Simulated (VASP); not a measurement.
# GaP (F-43m) in VASP: further runs

GaP is run at these levels: PBE+D4; tasks: single point, relaxation of cell and atoms.

Program: VASP 6.6.1. These are calculated values, not measurements. Logs are shortened: lines on timing, memory, paths and dates and some standing lists are left out, and cuts for length are marked.

### Step 1. The cell of the first run

Symmetry: F-43m, No. 216, cubic system. Conventional cell: a = 5.440 Å, b = 5.440 Å, c = 5.440 Å, α = 90.00°, β = 90.00°, γ = 90.00°. Ga (site symmetry -43m) has 4 P at 2.36 Å within 3.1 Å. P (site symmetry -43m) has 4 Ga at 2.36 Å within 3.1 Å.

### Step 2. Single point, PBE+D4

INCAR

```
SYSTEM = GaP
PREC = Accurate
ENCUT = 500
EDIFF = 1E-6
ISMEAR = 0
SIGMA = 0.1
LREAL = .False.
LASPH = .True.
NELM = 120
ALGO = Normal
ISIF = 2
LWAVE = .False.
LCHARG = .False.
GGA = PE
IVDW = 13
NBANDS = 16
GGA_COMPAT = .False.
```

KPOINTS

```
Automatic mesh
0
Gamma
  6 6 6
  0 0 0
```

POSCAR

```
GaP
1.0
    0.0000000000      2.7200000000      2.7200000000
    2.7200000000      0.0000000000      2.7200000000
    2.7200000000      2.7200000000      0.0000000000
Ga P
1 1
Direct
    0.0000000000      0.0000000000      0.0000000000
    0.2500000000      0.2500000000      0.2500000000
```

Potentials or basis: VASP PAW PBE potentials, release 64 (Ga_d, P).

Started as:

```
cat potpaw_PBE.64/Ga_d/POTCAR potpaw_PBE.64/P/POTCAR > POTCAR
mpirun -np 1 vasp_std > vasp.out
```

OUTCAR:

```text
SYSTEM = GaP
   PREC = Accurate
   ENCUT = 500
   EDIFF = 1E-6
   ISMEAR = 0
   LREAL = .False.
   LASPH = .True.
   NELM = 120
   ISIF = 2
   GGA = PE
   IVDW = 13

 ion  position               nearest neighbor table
   1  0.000  0.000  0.000-   2 2.36   2 2.36   2 2.36   2 2.36
   2  0.250  0.250  0.250-   1 2.36   1 2.36   1 2.36   1 2.36

  LATTYP: Found a face centered cubic cell.
 ALAT       =     5.4400000000

  Lattice vectors:

 A1 = (   0.0000000000,   2.7200000000,   2.7200000000)
 A2 = (   2.7200000000,   0.0000000000,   2.7200000000)
 A3 = (   2.7200000000,   2.7200000000,   0.0000000000)

Analysis of symmetry for initial positions (statically):
=====================================================================
 Subroutine PRICEL returns:
 Original cell was already a primitive cell.

 Routine SETGRP: Setting up the symmetry group for a
 face centered cubic supercell.

 Subroutine GETGRP returns: Found 24 space group operations
 (whereof 24 operations were pure point group operations)
 out of a pool of 48 trial point group operations.

The static configuration has the point symmetry T_d .

Analysis of symmetry for dynamics (positions and initial velocities):
=====================================================================
 Subroutine PRICEL returns:
 Original cell was already a primitive cell.

 Routine SETGRP: Setting up the symmetry group for a
 face centered cubic supercell.

 Subroutine GETGRP returns: Found 24 space group operations
 (whereof 24 operations were pure point group operations)
 out of a pool of 48 trial point group operations.

The dynamic configuration has the point symmetry T_d .

 Subroutine INISYM returns: Found 24 space group operations
 (whereof 24 operations are pure point group operations),
 and found     1 'primitive' translations

----------------------------------------------------------------------------------------

                                     Primitive cell

  volume of cell :      40.2473

  direct lattice vectors                    reciprocal lattice vectors
     0.000000000  2.720000000  2.720000000    -0.183823529  0.183823529  0.183823529
     2.720000000  0.000000000  2.720000000     0.183823529 -0.183823529  0.183823529
     2.720000000  2.720000000  0.000000000     0.183823529  0.183823529 -0.183823529

  length of vectors
     3.846660890  3.846660890  3.846660890     0.318391693  0.318391693  0.318391693

  position of ions in fractional coordinates (direct lattice)
     0.000000000  0.000000000  0.000000000
     0.250000000  0.250000000  0.250000000

  ion indices of the primitive-cell ions
   primitive index   ion index
[... 67 lines left out ...]
   EDIFFG = 0.1E-04   stopping-criterion for IOM
   NSW    =      0    number of steps for IOM
   IBRION =     -1    ionic relax: 0-MD 1-quasi-New 2-CG
   NFREE  =      0    steps in history (QN), initial steepest desc. (CG)
   ISIF   =      2    stress and relaxation
   ISYM   =      2    0-nonsym 1-usesym 2-fastsym
   POTIM  = 0.5000    time-step for ionic-motion
   TEBEG  =    0.0;   TEEND  =   0.0 temperature during run
   PSTRESS=    0.0 pullay stress
   NELECT =      18.0000    total number of electrons
   NUPDOWN=      -1.0000    fix difference up-down
   EMIN   =  10.00;   EMAX   =-10.00  energy-range for DOS
   EFERMI =   0.00;   METHOD = LEGACY
   ISMEAR =     0;   SIGMA  =   0.10  broadening in eV -4-tet -1-fermi 0-gaus
   EFERMI_NEDOS =   21; number of points for ismear=-14 and -15
   IALGO  =     38    algorithm
   IMIX   =      4    mixing-type and parameters
     AMIX     =   0.40;   BMIX     =  1.00
     AMIX_MAG =   1.60;   BMIX_MAG =  1.00
  volume/ion in A,a.u.               =      20.12       135.80
  Fermi-wavevector in a.u.,A,eV,Ry     =   1.251949  2.365841 21.325462  1.567377
  Thomas-Fermi vector in A             =   2.385873
   LORBIT       =      0    0 simple, 1 ext, 2 COOP (PROOUT), +10 PAW based schemes
   GGA     = PE    functional components
   LHFCALC =     F    Hartree Fock is set to
   AEXX    =    0.0000 exact exchange contribution
   IVDW    =    13    specifies the selected vdW correction
   LEPSILON=     F    determine dielectric tensor
   LRPA    =     F    only Hartree local field effects (RPA)
 non-spin polarized calculation
 Gauss-broadening in eV      SIGMA  =   0.10
  energy-cutoff  :      500.00
  volume of cell :       40.25
 maximum number of plane-waves:      1034
   NGX = 13   NGY = 13   NGZ = 13

 number of electron      18.0000015 magnetization

 Free energy of the ion-electron system (eV)
  ---------------------------------------------------
  ext. energy  EPLUGINS =         0.00000000
  ---------------------------------------------------
  free energy    TOTEN  =        -9.09823169 eV

  energy without entropy =       -9.09823169  energy(sigma->0) =       -9.09823169

 E-fermi :   5.1434     XC(G=0):  -9.8565

 val. band max:        4.7180373763   @ k =   0.0000   0.0000   0.0000
 cond. band min:       6.3567979156   @ k =   0.5000   0.5000   0.0000
 fundamental gap:      1.6387605393
 Fermi energy:         5.1433797453

 k-point     1 :       0.0000    0.0000    0.0000
  band No.  band energies     occupation
      1      -9.8498      2.00000
      2      -9.8498      2.00000
      3      -9.8498      2.00000
      4      -9.7485      2.00000
      5      -9.7485      2.00000
      6      -7.8186      2.00000
[... 281 lines left out ...]
      3      -9.7886      2.00000
      4      -9.7694      2.00000
      5      -9.7350      2.00000
      6      -4.7545      2.00000
[... 8 lines left out ...]
     15      16.6484      0.00000
     16      18.3607      0.00000

------------------------ aborting loop because EDIFF is reached ----------------------------------------

  DFT-D4 for vdW energy calculation

  Edisp (eV):   -0.83112

  FORCE on cell =-STRESS in cart. coord.  units (eV):
  Direction    XX          YY          ZZ          XY          YZ          ZX
  --------------------------------------------------------------------------------------
  -------------------------------------------------------------------------------------
  Total      -0.09600    -0.09600    -0.09600    -0.00000     0.00000    -0.00000
  in kB      -3.82148    -3.82148    -3.82148    -0.00000     0.00000    -0.00000
  external pressure =       -3.82 kB  Pullay stress =        0.00 kB

 VOLUME and BASIS-vectors are now :
 -----------------------------------------------------------------------------
  energy-cutoff  :      500.00
  volume of cell :       40.25
      direct lattice vectors                 reciprocal lattice vectors
     0.000000000  2.720000000  2.720000000    -0.183823529  0.183823529  0.183823529
     2.720000000  0.000000000  2.720000000     0.183823529 -0.183823529  0.183823529
     2.720000000  2.720000000  0.000000000     0.183823529  0.183823529 -0.183823529

 POSITION                                       TOTAL-FORCE (eV/Angst)
 -----------------------------------------------------------------------------------
      0.00000      0.00000      0.00000        -0.000000     -0.000000     -0.000000
      1.36000      1.36000      1.36000         0.000000      0.000000      0.000000
 -----------------------------------------------------------------------------------
    total drift:                                0.000001      0.000001      0.000001

  FREE ENERGIE OF THE ION-ELECTRON SYSTEM (eV)
  ---------------------------------------------------
  free  energy   TOTEN  =        -9.9293510052 eV

  energy  without entropy=       -9.9293510052  energy(sigma->0) =       -9.92935101
```

OSZICAR:

```text
N       E                     dE             d eps       ncg     rms          rms(c)
DAV:   1     0.820746862214E+02    0.82075E+02   -0.88304E+03   544   0.162E+03
DAV:   2    -0.304295716272E+01   -0.85118E+02   -0.81262E+02   592   0.315E+02
DAV:   3    -0.927197589850E+01   -0.62290E+01   -0.62112E+01   656   0.655E+01
DAV:   4    -0.937122671353E+01   -0.99251E-01   -0.99237E-01   640   0.900E+00
DAV:   5    -0.937319744824E+01   -0.19707E-02   -0.19707E-02   616   0.114E+00    0.429E+00
DAV:   6    -0.912548219836E+01    0.24772E+00   -0.38036E-01   800   0.106E+01    0.284E+00
DAV:   7    -0.909731485146E+01    0.28167E-01   -0.97712E-02   632   0.211E+00    0.112E+00
DAV:   8    -0.909768152633E+01   -0.36667E-03   -0.13790E-02   624   0.142E+00    0.203E-01
DAV:   9    -0.909808867442E+01   -0.40715E-03   -0.13313E-03   624   0.503E-01    0.793E-02
DAV:  10    -0.909816061486E+01   -0.71940E-04   -0.11164E-04   760   0.119E-01    0.383E-02
DAV:  11    -0.909823200355E+01   -0.71389E-04   -0.96460E-05   560   0.808E-02    0.510E-03
DAV:  12    -0.909823168882E+01    0.31473E-06   -0.26715E-06   632   0.205E-02
   1 F= -.99293510E+01 E0= -.99293510E+01  d E =-.108892E-10
```

stdout:

```text
POSCAR found type information on POSCAR GaP
 POSCAR found :  2 types and       2 ions
 scaLAPACK will be used
 LDA part: xc-table for (Slater+PW92), standard interpolation
 POSCAR, INCAR and KPOINTS ok, starting setup
 FFT: planning ... GRIDC
 FFT: planning ... GRID_SOFT
 FFT: planning ... GRID
 WAVECAR not read
 entering main loop
```

It took 7.2 s on 1 thread of Intel Xeon Platinum 8375C at 2.90GHz (Ice Lake), shared host; peak memory 0.15 GiB.

What came out:

```yaml
Free_energy: -9.9294 eV
Pressure: -0.4 GPa
Band_gap_on_the_k_mesh: 1.64 eV (least direct gap 1.87 eV)
Dispersion_energy_per_atom: -0.416 eV
```

### Step 3. Single point, PBE+D4

This run uses another cell than the first one, of 20.06 Å³/atom.

INCAR

```
SYSTEM = GaP
ALGO     = Normal         ! electronic algorithm
EDIFF    = 1E-6           ! SCF threshold, eV
ENCUT    = 500            ! plane-wave cutoff, eV
GGA      = PE             ! functional
GGA_COMPAT= .FALSE.      
ISIF     = 2              ! what is computed and relaxed
ISMEAR   = 0              ! smearing method
IVDW     = 13             ! dispersion correction
LASPH    = .TRUE.         ! aspherical terms in the spheres
LCHARG   = .TRUE.         ! write CHGCAR
LELF     = .TRUE.         ! ELF
LREAL    = .FALSE.        ! projectors in reciprocal space
LVHAR    = .TRUE.       
LWAVE    = .FALSE.        ! write WAVECAR
NBANDS   = 16             ! bands
NELM     = 120            ! most SCF steps
PREC     = Accurate       ! precision mode
SIGMA    = 0.02           ! smearing width, eV
```

KPOINTS

```
k-points
0
G
  10 10 10
  0 0 0
```

POSCAR

```
GaP
1.0
    0.0000000000      2.7169056396      2.7169056396
    2.7169056396      0.0000000000      2.7169056396
    2.7169056396      2.7169056396      0.0000000000
Ga P
1 1
Direct
    0.0000000000      0.0000000000      0.0000000000
    0.2500000000      0.2500000000      0.2500000000
```

Potentials or basis: VASP PAW PBE potentials, release 64 (Ga_d, P).

Started as:

```
cat potpaw_PBE.64/Ga_d/POTCAR potpaw_PBE.64/P/POTCAR > POTCAR
mpirun -np 1 vasp_std > vasp.out
```

OUTCAR:

```text
SYSTEM = GaP
   EDIFF = 1E-6
   ENCUT = 500
   GGA = PE
   ISIF = 2
   ISMEAR = 0
   IVDW = 13
   LASPH = .TRUE.
   LREAL = .FALSE.
   NELM = 120
   PREC = Accurate

 ion  position               nearest neighbor table
   1  0.000  0.000  0.000-   2 2.35   2 2.35   2 2.35   2 2.35
   2  0.250  0.250  0.250-   1 2.35   1 2.35   1 2.35   1 2.35

  LATTYP: Found a face centered cubic cell.
 ALAT       =     5.4338112792

  Lattice vectors:

 A1 = (   0.0000000000,   2.7169056396,   2.7169056396)
 A2 = (   2.7169056396,   0.0000000000,   2.7169056396)
 A3 = (   2.7169056396,   2.7169056396,   0.0000000000)

Analysis of symmetry for initial positions (statically):
=====================================================================
 Subroutine PRICEL returns:
 Original cell was already a primitive cell.

 Routine SETGRP: Setting up the symmetry group for a
 face centered cubic supercell.

 Subroutine GETGRP returns: Found 24 space group operations
 (whereof 24 operations were pure point group operations)
 out of a pool of 48 trial point group operations.

The static configuration has the point symmetry T_d .

[... 160 lines left out ...]
 E-fermi :   4.8593     XC(G=0):  -9.8755

 val. band max:        4.7454927672   @ k =   0.0000   0.0000   0.0000
 cond. band min:       6.3348590793   @ k =   0.4000   0.4000   0.0000
 fundamental gap:      1.5893663122
 Fermi energy:         4.8592814398

 k-point     1 :       0.0000    0.0000    0.0000
  band No.  band energies     occupation
      1      -9.8198      2.00000
      2      -9.8198      2.00000
      3      -9.8198      2.00000
      4      -9.7172      2.00000
      5      -9.7172      2.00000
      6      -7.8156      2.00000
[... 433 lines left out ...]
      3      -9.7684      2.00000
      4      -9.7427      2.00000
      5      -9.7003      2.00000
      6      -5.8125      2.00000
[... 8 lines left out ...]
     15      16.5507      0.00000
     16      18.5913      0.00000

 [... further k-points ...]

------------------------ aborting loop because EDIFF is reached ----------------------------------------

  DFT-D4 for vdW energy calculation

  Edisp (eV):   -0.83398

  FORCE on cell =-STRESS in cart. coord.  units (eV):
  Direction    XX          YY          ZZ          XY          YZ          ZX
  --------------------------------------------------------------------------------------
  -------------------------------------------------------------------------------------
  Total      -0.02977    -0.02977    -0.02977     0.00000    -0.00000     0.00000
  in kB      -1.18927    -1.18927    -1.18927     0.00000    -0.00000     0.00000
  external pressure =       -1.19 kB  Pullay stress =        0.00 kB

 VOLUME and BASIS-vectors are now :
 -----------------------------------------------------------------------------
  energy-cutoff  :      500.00
  volume of cell :       40.11
      direct lattice vectors                 reciprocal lattice vectors
     0.000000000  2.716905640  2.716905640    -0.184032891  0.184032891  0.184032891
     2.716905640  0.000000000  2.716905640     0.184032891 -0.184032891  0.184032891
     2.716905640  2.716905640  0.000000000     0.184032891  0.184032891 -0.184032891

 POSITION                                       TOTAL-FORCE (eV/Angst)
 -----------------------------------------------------------------------------------
      0.00000      0.00000      0.00000        -0.000000     -0.000000     -0.000000
      1.35845      1.35845      1.35845         0.000000      0.000000      0.000000
 -----------------------------------------------------------------------------------
    total drift:                                0.000001      0.000001      0.000001

  FREE ENERGIE OF THE ION-ELECTRON SYSTEM (eV)
  ---------------------------------------------------
  free  energy   TOTEN  =        -9.9452811107 eV

  energy  without entropy=       -9.9452811107  energy(sigma->0) =       -9.94528111
```

OSZICAR:

```text
N       E                     dE             d eps       ncg     rms          rms(c)
DAV:   1     0.812815136602E+02    0.81282E+02   -0.89203E+03  1560   0.160E+03
DAV:   2    -0.308638201981E+01   -0.84368E+02   -0.80171E+02  1760   0.313E+02
DAV:   3    -0.928072390622E+01   -0.61943E+01   -0.61756E+01  1888   0.654E+01
DAV:   4    -0.938064347704E+01   -0.99920E-01   -0.99894E-01  1880   0.904E+00
DAV:   5    -0.938267868888E+01   -0.20352E-02   -0.20351E-02  1960   0.110E+00    0.429E+00
DAV:   6    -0.913827492041E+01    0.24440E+00   -0.37828E-01  2352   0.106E+01    0.285E+00
DAV:   7    -0.911048288688E+01    0.27792E-01   -0.96829E-02  2008   0.210E+00    0.113E+00
DAV:   8    -0.911076157473E+01   -0.27869E-03   -0.13398E-02  1768   0.140E+00    0.206E-01
DAV:   9    -0.911115916515E+01   -0.39759E-03   -0.13190E-03  1896   0.494E-01    0.792E-02
DAV:  10    -0.911122743725E+01   -0.68272E-04   -0.11017E-04  2376   0.118E-01    0.379E-02
DAV:  11    -0.911129646703E+01   -0.69030E-04   -0.93308E-05  1752   0.783E-02    0.500E-03
DAV:  12    -0.911129617638E+01    0.29065E-06   -0.25187E-06  1784   0.201E-02
   1 F= -.99452811E+01 E0= -.99452811E+01  d E =-.296180E-18
```

It took 16 s on 1 thread of Intel Xeon Platinum 8375C at 2.90GHz (Ice Lake), shared host; peak memory 0.16 GiB.

What came out:

```
Free energy                : -9.9453 eV
Pressure                   : -0.1 GPa
Band gap on the k mesh     : 1.59 eV (least direct gap 1.90 eV)
Dispersion energy per atom : -0.417 eV
```

A k mesh can miss the band edges.

### Step 4. Relaxation of cell and atoms, PBE+D4

INCAR

```
SYSTEM = GaP
PREC = Accurate
ENCUT = 500
EDIFF = 1E-7
ISMEAR = 0
SIGMA = 0.02
LREAL = .False.
LASPH = .True.
NELM = 120
ALGO = Normal
ISIF = 3
LWAVE = .False.
LCHARG = .False.
GGA = PE
IVDW = 13
IBRION = 2
NSW = 100
EDIFFG = -0.002
GGA_COMPAT = .False.
NELMIN = 4
```

KPOINTS

```
Automatic mesh
0
Gamma
  10 10 10
  0 0 0
```

POSCAR

```
GaP
1.0
    0.0000000000      2.7200000000      2.7200000000
    2.7200000000      0.0000000000      2.7200000000
    2.7200000000      2.7200000000      0.0000000000
Ga P
1 1
Direct
    0.0000000000      0.0000000000      0.0000000000
    0.2500000000      0.2500000000      0.2500000000
```

Started as:

```
cat potpaw_PBE.64/Ga_d/POTCAR potpaw_PBE.64/P/POTCAR > POTCAR
mpirun -np 1 vasp_std > vasp.out
```

It took 28 s on 1 thread of Intel Xeon Platinum 8375C at 2.90GHz (Ice Lake), shared host; peak memory 0.17 GiB.

It converged, with:

| Item | Value |
| --- | --- |
| Free energy | -9.9453 eV |
| Relaxed volume | 20.04 Å³/atom |
| Relaxed cell | a = 3.841 Å, b = 3.841 Å, c = 3.841 Å, α = 60.00°, β = 60.00°, γ = 60.00° |
| Space group after relaxing (to 0.1 Å) | F-43m (No. 216) |
| Energy gained by relaxing | 0.1 meV/atom |
| Ionic steps | 3 |
| Pressure after relaxing | 0.0 GPa |
| Band gap on the k mesh | 1.59 eV (least direct gap 1.91 eV) |
| Dispersion energy per atom | -0.417 eV |

Step by step:
| step | energy change (eV) | largest force (eV/Å) | pressure (GPa) | volume (Å³) |
| --- | --- | --- | --- | --- |
| 1 | 0.0000 | 0.0000 | -0.35 | 40.25 |
| 2 | -0.0001 | 0.0000 | 0.23 | 39.99 |
| 3 | -0.0002 | 0.0000 | 0.00 | 40.08 |

Final structure:
```xyz
2
Lattice="0.0000 2.7162 2.7162 2.7162 0.0000 2.7162 2.7162 2.7162 0.0000" Properties=species:S:1:pos:R:3 pbc="T T T"
Ga    0.0000    0.0000    0.0000
P     1.3581    1.3581    1.3581
```

Levels at points of the mesh, in eV from the valence-band top:
| k point | band 5 | band 6 | band 7 | band 8 | band 9 | band 10 | band 11 | band 12 | band 13 |
| --- | --- | --- | --- | --- | --- | --- | --- | --- | --- |
| (0.00, 0.00, 0.00) | -14.46 | -12.57 | 0.00 | 0.00 | 0.00 | 1.91 | 3.89 | 3.89 | 3.89 |
| (0.50, 0.00, 0.00) | -14.46 | -10.47 | -6.69 | -1.13 | -1.13 | 1.70 | 4.72 | 4.72 | 8.31 |
| (0.50, 0.50, 0.00) | -14.44 | -9.56 | -6.80 | -2.72 | -2.72 | 1.63 | 1.81 | 10.67 | 10.67 |

A k mesh can miss the band edges.

### Step 5. The runs side by side

| task | cell | k mesh | smearing | gap on the mesh (eV) | pressure (GPa) |
| --- | --- | --- | --- | --- | --- |
| single point | a = 3.847 Å, angles 60.0°, 2 atoms | 6 × 6 × 6 | gaussian 0.1 eV | 1.64 | -0.4 |
| single point | a = 3.842 Å, angles 60.0°, 2 atoms | 10 × 10 × 10 | gaussian 0.02 eV | 1.59 | -0.1 |
| relaxation of cell and atoms | relaxed from a = 3.847 Å, angles 60.0°, 2 atoms | 10 × 10 × 10 | gaussian 0.02 eV | 1.59 | 0.0 |

Alike in all rows: level PBE+D4; potentials or basis VASP PAW PBE potentials, release 64 (Ga_d, P); no spin polarisation; cutoff (eV) 500.

Total energies depend on the potentials used, so only differences within one code and one set of settings carry meaning.
